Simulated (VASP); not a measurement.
# Al in VASP: a series of runs

The runs below take Al through single point, with PBEsol.

Program: VASP 6.6.1. These are calculated values, not measurements. Logs are shortened: lines on timing, memory, paths and dates and some standing lists are left out, and cuts for length are marked.

### Step 1. The cell of the first run

It takes space group C2/m (No. 12, monoclinic). Conventional cell: a = 4.543 Å, b = 3.213 Å, c = 9.098 Å, α = 90.00°, β = 92.86°, γ = 90.00°. Al (site symmetry m) has 14 Al at 2.78 to 3.55 Å within 3.7 Å. Al (site symmetry m) has 14 Al at 2.78 to 3.21 Å within 3.7 Å.

### Step 2. Single point, PBEsol

INCAR

```
SYSTEM = Al
PREC     = Accurate       ! precision mode
ENCUT    = 520            ! plane-wave cutoff, eV
EDIFF    = 1E-6           ! SCF threshold, eV
ISMEAR   = 0              ! smearing method
SIGMA    = 0.15           ! smearing width, eV
LREAL    = .FALSE.        ! projectors in reciprocal space
LASPH    = .TRUE.         ! aspherical terms in the spheres
NELM     = 100            ! most SCF steps
ALGO     = Fast           ! electronic algorithm
ISIF     = 2              ! what is computed and relaxed
LWAVE    = .FALSE.        ! write WAVECAR
LCHARG   = .TRUE.         ! write CHGCAR
GGA      = PS             ! functional
LELF     = .TRUE.         ! ELF
LVHAR    = .TRUE.       
NBANDS   = 14             ! bands
ISYM     = 0
```

KPOINTS

```
regular mesh
0
G
  16 16 5
  0 0 0
```

POSCAR

```
Al
1.0
   -1.6063180831      1.6063180831     -1.6063180831
   -1.6063180831     -1.6063180831      1.6063180831
   -1.6063180831      5.1402178661      7.7103267991
Al
4
Direct
   -0.0875000000     -0.7875000000      0.8750000000
    0.4875000000      0.3875000000      0.1250000000
   -0.0375000000     -0.3375000000      0.3750000000
    0.4375000000     -0.0625000000      0.6250000000
```

Potentials or basis: VASP PAW PBE potentials, release 64 (Al).

Started as:

```
$ cat potpaw_PBE.64/Al/POTCAR > POTCAR
$ mpirun -np 1 vasp_std > vasp.out
```

OUTCAR:

```text
SYSTEM = Al
   PREC = Accurate
   ENCUT = 520
   EDIFF = 1E-6
   ISMEAR = 0
   LREAL = .FALSE.
   LASPH = .TRUE.
   NELM = 100
   ISIF = 2
   GGA = PS
   ISYM = 0

 ion  position               nearest neighbor table
   1  0.913  0.212  0.875-   4 2.78   4 2.78   2 2.82   2 2.82   2 2.91   4 3.21   4 3.21
   2  0.487  0.388  0.125-   3 2.78   3 2.78   1 2.82   1 2.82   1 2.91   3 3.21   3 3.21
   3  0.962  0.663  0.375-   2 2.78   2 2.78   4 2.78   4 2.78   4 3.21   2 3.21   4 3.21   2 3.21

   4  0.438  0.938  0.625-   3 2.78   1 2.78   3 2.78   1 2.78   1 3.21   3 3.21   1 3.21   3 3.21

IMPORTANT INFORMATION: All symmetrisations will be switched off!
NOSYMM: (Re-)initialisation of all symmetry stuff for point group C_1.

----------------------------------------------------------------------------------------

                                     Primitive cell

  volume of cell :      66.3154

  direct lattice vectors                    reciprocal lattice vectors
    -1.606318083  1.606318083 -1.606318083    -0.311270853  0.147853655 -0.163417198
    -1.606318083 -1.606318083  1.606318083    -0.311270853 -0.225671368  0.085599485
    -1.606318083  5.140217866  7.710326799     0.000000000  0.077817713  0.077817713

  length of vectors
     2.782224533  2.782224533  9.404851772     0.381386193  0.393883717  0.110050865

  position of ions in fractional coordinates (direct lattice)
     0.912500000  0.212500000  0.875000000
     0.487500000  0.387500000  0.125000000
     0.962500000  0.662500000  0.375000000
     0.437500000  0.937500000  0.625000000

  ion indices of the primitive-cell ions
   primitive index   ion index
                 1           1
                 2           2
                 3           3
                 4           4

----------------------------------------------------------------------------------------

 KPOINTS: regular mesh

Automatic generation of k-mesh.
 Grid dimensions read from file:
 generate k-points for:   16   16    5

 Generating k-lattice:

  Cartesian coordinates                     Fractional coordinates (reciprocal lattice)
    -0.019454428  0.009240853 -0.010213575     0.062500000  0.000000000 -0.000000000
    -0.019454428 -0.014104461  0.005349968    -0.000000000  0.062500000 -0.000000000
     0.000000000  0.015563543  0.015563543     0.000000000  0.000000000  0.200000000

  Length of vectors
     0.023836637  0.024617732  0.022010173

  Shift w.r.t. Gamma in fractional coordinates (k-lattice)
     0.000000000  0.000000000  0.000000000

 -----------------------------------------------------------------------------
|                                                                             |
|           W    W    AA    RRRRR   N    N  II  N    N   GGGG   !!!           |
|           W    W   A  A   R    R  NN   N  II  NN   N  G    G  !!!           |
|           W    W  A    A  R    R  N N  N  II  N N  N  G       !!!           |
|           W WW W  AAAAAA  RRRRR   N  N N  II  N  N N  G  GGG   !            |
|           WW  WW  A    A  R   R   N   NN  II  N   NN  G    G                |
|           W    W  A    A  R    R  N    N  II  N    N   GGGG   !!!           |
|                                                                             |
|     Your reciprocal lattice and k-lattice belong to different lattice       |
|     classes:                                                                |
|                                                                             |
|        The reciprocal lattice is base-centered monoclinic,                  |
|        whereas your k-lattice is triclinic.                                 |
|                                                                             |
|     Results are often still useful ...                                      |
|                                                                             |
 -----------------------------------------------------------------------------

 WARNING: IBZKPT: internal override: KBLOWUP is changed to .FALSE.
      ... skipping the blow-up phase ...

 Subroutine IBZKPT returns following result:
 ===========================================

 Found    642 irreducible k-points:

 Following reciprocal coordinates:
            Coordinates               Weight
  0.000000  0.000000  0.000000      1.000000
  0.062500 -0.000000  0.000000      2.000000
  0.125000 -0.000000  0.000000      2.000000
  0.187500 -0.000000  0.000000      2.000000
  0.250000 -0.000000  0.000000      2.000000
  0.312500 -0.000000 -0.000000      2.000000
[... 16 lines left out ...]
 -0.187500  0.062500  0.000000      2.000000
 -0.125000  0.062500  0.000000      2.000000
 [... further k-points ...]
   k-points           NKPTS =    642   k-points in BZ     NKDIM =    642   number of bands    NBANDS=     14
   number of dos      NEDOS =    301   number of ions     NIONS =      4
   total plane-waves  NPLWV =  40320
   dimension x,y,z NGX =    24 NGY =   24 NGZ =   70
   dimension x,y,z NGXF=    48 NGYF=   48 NGZF=  140
   ions per type =               4
   NGX,Y,Z   is equivalent  to a cutoff of  14.34, 14.34, 12.37 a.u.
   NGXF,Y,Z  is equivalent  to a cutoff of  28.68, 28.68, 24.75 a.u.
 SYSTEM =  Al
   PREC   = accura    normal or accurate (medium, high low for compatibility)
   ISTART =      0    job   : 0-new  1-cont  2-samecut
   ICHARG =      2    charge: 1-file 2-atom 10-const
   ISPIN  =      1    spin polarized calculation?
   LNONCOLLINEAR =      F non collinear calculations
   LSORBIT =      F    spin-orbit coupling
   LASPH  =      T    aspherical Exc in radial PAW
   ENCUT  =  520.0 eV  38.22 Ry    6.18 a.u.   5.17  5.17 17.49*2*pi/ulx,y,z
   NELM   =    100;   NELMIN=  2; NELMDL= -5     # of ELM steps
   EDIFF  = 0.1E-05   stopping-criterion for ELM
   LREAL  =      F    real-space projection
   EDIFFG = 0.1E-04   stopping-criterion for IOM
   NSW    =      0    number of steps for IOM
   IBRION =     -1    ionic relax: 0-MD 1-quasi-New 2-CG
   NFREE  =      0    steps in history (QN), initial steepest desc. (CG)
   ISIF   =      2    stress and relaxation
   ISYM   =      0    0-nonsym 1-usesym 2-fastsym
   POTIM  = 0.5000    time-step for ionic-motion
   TEBEG  =    0.0;   TEEND  =   0.0 temperature during run
   PSTRESS=    0.0 pullay stress
   NELECT =      12.0000    total number of electrons
   NUPDOWN=      -1.0000    fix difference up-down
   EMIN   =  10.00;   EMAX   =-10.00  energy-range for DOS
   EFERMI =   0.00;   METHOD = LEGACY
   ISMEAR =     0;   SIGMA  =   0.15  broadening in eV -4-tet -1-fermi 0-gaus
   EFERMI_NEDOS =   21; number of points for ismear=-14 and -15
   IALGO  =     68    algorithm
   IMIX   =      4    mixing-type and parameters
     AMIX     =   0.40;   BMIX     =  1.00
     AMIX_MAG =   1.60;   BMIX_MAG =  1.00
  volume/ion in A,a.u.               =      16.58       111.88
  Fermi-wavevector in a.u.,A,eV,Ry     =   0.925970  1.749830 11.665920  0.857421
  Thomas-Fermi vector in A             =   2.051882
   LORBIT       =      0    0 simple, 1 ext, 2 COOP (PROOUT), +10 PAW based schemes
   GGA     = PS    functional components
   LHFCALC =     F    Hartree Fock is set to
   AEXX    =    0.0000 exact exchange contribution
   IVDW    =     0    specifies the selected vdW correction
   LEPSILON=     F    determine dielectric tensor
   LRPA    =     F    only Hartree local field effects (RPA)
 non-spin polarized calculation
 RMM-DIIS sequential band-by-band and
 Gauss-broadening in eV      SIGMA  =   0.15
  energy-cutoff  :      520.00
  volume of cell :       66.32
 maximum number of plane-waves:      1805
 NGX is ok and might be reduce to    24
   NGX = 11   NGY = 11   NGZ = 35

 number of electron      12.0000000 magnetization

 Free energy of the ion-electron system (eV)
  ---------------------------------------------------
  ext. energy  EPLUGINS =         0.00000000
  ---------------------------------------------------
  free energy    TOTEN  =       -16.00868875 eV

  energy without entropy =      -15.98789458  energy(sigma->0) =      -15.99829166

 E-fermi :   7.8909     XC(G=0): -10.2423

 val. band max:        7.8903833102   @ k =   0.3750   0.3125   0.4000
 cond. band min:       7.8937057695   @ k =   0.1875   0.3750   0.4000
 fundamental gap:      0.0033224593
 Fermi energy:         7.8909454420

 k-point     1 :       0.0000    0.0000    0.0000
  band No.  band energies     occupation
      1      -3.1937      2.00000
      2      -1.4117      2.00000
      3      -1.4112      2.00000
      4       3.5960      2.00000
      5       4.0483      2.00000
      6      12.1739      0.00000
      7      12.1798      0.00000
      8      16.0456      0.00000
      9      16.1534      0.00000
     10      17.2244      0.00000
     11      17.3270      0.00000
     12      17.8301      0.00000
     13      17.9190      0.00000
     14      18.0763      0.00000

 k-point     2 :       0.0625   -0.0000    0.0000
  band No.  band energies     occupation
      1      -3.1096      2.00000
      2      -1.3506      2.00000
      3      -1.3063      2.00000
      4       3.6699      2.00000
      5       4.1346      2.00000
      6      12.1863      0.00000
      7      12.3067      0.00000
      8      14.5358      0.00000
      9      15.8002      0.00000
     10      16.1282      0.00000
     11      16.4106      0.00000
     12      17.3208      0.00000
     13      17.9636      0.00000
     14      18.5170      0.00000
[... 343 lines left out ...]
      1      -2.5204      2.00000
      2      -0.8786      2.00000
      3      -0.6143      2.00000
      4       4.1100      2.00000
      5       4.8140      2.00000
      6      11.1795      0.00000
      7      12.0702      0.00000
      8      12.6658      0.00000
      9      12.9857      0.00000
     10      13.3632      0.00000
     11      16.6045      0.00000
     12      17.3644      0.00000
     13      17.6230      0.00000
     14      18.2522      0.00000

 k-point    24 :      -0.1250    0.0625    0.0000
  band No.  band energies     occupation
      1      -2.8824      2.00000
      2      -1.2587      2.00000
      3      -0.9495      2.00000
      4       3.7382      2.00000
      5       4.4982      2.00000
      6      11.9996      0.00000
      7      12.8318      0.00000
      8      13.1714      0.00000
      9      14.2971      0.00000
     10      15.2024      0.00000
     11      17.0504      0.00000
     12      18.0180      0.00000
     13      18.2112      0.00000
     14      18.4091      0.00000

 [... further k-points ...]

------------------------ aborting loop because EDIFF is reached ----------------------------------------

  FORCE on cell =-STRESS in cart. coord.  units (eV):
  Direction    XX          YY          ZZ          XY          YZ          ZX
  --------------------------------------------------------------------------------------
  -------------------------------------------------------------------------------------
  Total       -0.0858081      0.2294279     -0.1246948      0.0340904     -0.1616697      0.0345344
  in kB       -2.0731178      5.5429652     -3.0126190      0.8236215     -3.9059304      0.8343499
  external PRESSURE =       0.1524094 kB  Pullay stress =       0.0000000 kB

 VOLUME and BASIS-vectors are now :
 -----------------------------------------------------------------------------
  energy-cutoff  :      520.00
  volume of cell :       66.32
      direct lattice vectors                 reciprocal lattice vectors
    -1.606318083  1.606318083 -1.606318083    -0.311270853  0.147853655 -0.163417198
    -1.606318083 -1.606318083  1.606318083    -0.311270853 -0.225671368  0.085599485
    -1.606318083  5.140217866  7.710326799     0.000000000  0.077817713  0.077817713

 POSITION                                       TOTAL-FORCE (eV/Angst)
 -----------------------------------------------------------------------------------
     -3.21264      5.62211      5.62211        -0.000591     -0.037950      0.076392
     -1.60632      0.80316      0.80316         0.000592      0.037950     -0.076391
     -3.21264      2.40948      2.40948        -0.000147      0.012890     -0.020301
     -3.21264      2.40948      5.62211         0.000146     -0.012891      0.020300
 -----------------------------------------------------------------------------------
    total drift:                               -0.000001     -0.000000      0.000001

  FREE ENERGIE OF THE ION-ELECTRON SYSTEM (eV)
  ---------------------------------------------------
  free  energy   TOTEN  =       -16.0086887511 eV

  energy  without entropy=      -15.9878945786  energy(sigma->0) =      -15.99829166
```

Run time: 11 min. Hardware: 1 thread of Intel Xeon 8259CL, shared host; peak memory 0.53 GiB.

What came out:

```yaml
Free_energy: -16.0087 eV
Pressure: 0.0 GPa
Largest_force: 0.085 eV/Å
Band_gap_on_the_k_mesh: zero (bands 6 and 7 overlap by 6.32 eV)
```

Forces on the atoms (eV/Å):
```
Al  -0.001 -0.038  0.076
Al   0.001  0.038 -0.076
Al   0.000  0.013 -0.020
Al   0.000 -0.013  0.020
```

Stress tensor (GPa, compression positive):
```
-0.21  0.08  0.08
 0.08  0.55 -0.39
 0.08 -0.39 -0.30
```

Caveat: the PAW data sets were made with another functional, which shifts forces and pressure a little.

### Step 3. Single point, PBEsol

INCAR

```
ALGO = Fast
EDIFF = 1E-7
ENCUT = 520
GGA = PS
ISIF = 2
ISMEAR = 0
LASPH = True
LCHARG = False
LREAL = False
LWAVE = False
NBANDS = 14
NELM = 80
PREC = Accurate
SIGMA = 0.15
```

KPOINTS

```
k-points
0
Gamma
  16 16 5
```

POSCAR

```
Al
1.0
   -1.6063180831      1.6063180831     -1.6063180831
   -1.6063180831     -1.6063180831      1.6063180831
   -1.4456862748      5.6221132910      7.2284313742
Al
4
Direct
   -0.1750000000     -0.6125000000      0.8750000000
    0.4750000000      0.4125000000      0.1250000000
   -0.0750000000     -0.2625000000      0.3750000000
    0.3750000000      0.0625000000      0.6250000000
```

Potentials or basis: VASP PAW PBE potentials, release 64 (Al).

Started as:

```
$ cat potpaw_PBE.64/Al/POTCAR > POTCAR
$ mpirun -np 1 vasp_std > vasp.out
```

Run time: 7 min. Hardware: 1 thread of Intel Xeon Platinum 8375C at 2.90GHz (Ice Lake), shared host; peak memory 0.53 GiB.

Results (log left out):

- Free energy: -15.9400 eV
- Pressure: 1.0 GPa
- Largest force: 0.618 eV/Å
- Band gap on the k mesh: zero (bands 6 and 7 overlap by 6.51 eV)

Forces on the atoms (eV/Å):
```
Al  -0.015 -0.050 -0.616
Al   0.015  0.050  0.616
Al  -0.004 -0.006 -0.038
Al   0.004  0.006  0.038
```

Stress tensor (GPa, compression positive):
```
-0.98  0.11  0.06
 0.11 -0.03  0.15
 0.06  0.15  4.10
```

Levels at points of the mesh, in eV from the Fermi level:
```tsv
k point	band 2	band 3	band 4	band 5	band 6	band 7	band 8	band 9	band 10	band 11
(0.00, 0.00, 0.00)	-9.29	-9.28	-4.30	-3.82	4.20	4.31	8.30	8.34	9.02	9.14
(0.50, 0.00, 0.00)	-5.70	-4.50	-4.30	-4.00	-3.37	0.15	0.43	1.68	1.92	7.33
(0.00, 0.50, 0.00)	-5.51	-5.13	-4.99	-2.89	-2.44	-1.30	-0.88	3.39	3.65	5.63
(0.50, 0.50, 0.00)	-3.87	-3.21	-2.97	-1.59	-1.25	0.49	1.67	2.25	2.35	3.88
```

Caveat: the PAW data sets were made with another functional, which shifts forces and pressure a little.
